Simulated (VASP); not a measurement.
Runs of VASP 6.6.1 on Mn3Cu. The structure is that of space group Pm-3m (No. 221), or close to it. The cells are those of the table. 

```tsv
task	spin	cell	k mesh	cutoff (eV)	gap on the mesh (eV)	pressure (GPa)	moment (μB)	relaxed volume (Å³/atom)
single point	off	a = 3.312 Å, 4 atoms	12 × 12 × 12	520	none	56.9	-	-
single point	off	a = 3.482 Å, 4 atoms	12 × 12 × 12	520	none	-0.5	-	-
single point	collinear, ferromagnetic start	a = 3.482 Å, 4 atoms	6 × 6 × 6	520	none	-0.2	0.76	-
relaxation of cell and atoms	collinear, ferromagnetic start	relaxed from a = 3.482 Å, 4 atoms	12 × 12 × 12	600	none	0.0	(a)	(b)
relaxation of cell and atoms	collinear, ferromagnetic start	relaxed from a = 3.644 Å, 4 atoms	6 × 6 × 6	600	none	-0.3	0.76	10.55
```

Alike in all rows: level PBEsol; potentials or basis VASP PAW PBE potentials, release 64 (Mn_pv, Cu); smearing gaussian 0.1 eV.

Task: Fill in the values left out.

Result: (a) 1.33; (b) 10.57.

Caveats: the PAW data sets were made with another functional, which shifts forces and pressure a little; the cell stands under pressure (at least some runs).

A gap of «none» marks levels without a gap at the run's occupations.
